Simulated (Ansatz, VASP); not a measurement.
## La in VASP and in Ansatz

```
CELL_PARAMETERS angstrom
0.00000 2.76637 2.76637
2.76637 0.00000 2.76637
2.76637 2.76637 0.00000
ATOMIC_POSITIONS crystal
La 0.00000 0.00000 0.00000
```

Alike in both runs: task single point; functional RPBE; k mesh 11 × 11 × 11; occupations fermi-dirac, width 0.1 eV; no spin polarisation.

|  | VASP | Ansatz |
| --- | --- | --- |
| version | VASP 6.6.1 | Ansatz 0.2.0 |
| potentials or method | VASP PAW PBE potentials, release 64 (La), cutoff 520 eV | plane waves (420 eV) with PAW, scalar-relativistic |
| valence electrons in the cell | 11 | 11 |

```tsv
	VASP	Ansatz	Ansatz less VASP
pressure (GPa)	-1.7	-1.7	-0.01
```

VASP's potentials were made for PBE, not for RPBE.

Spin-orbit coupling is off throughout.
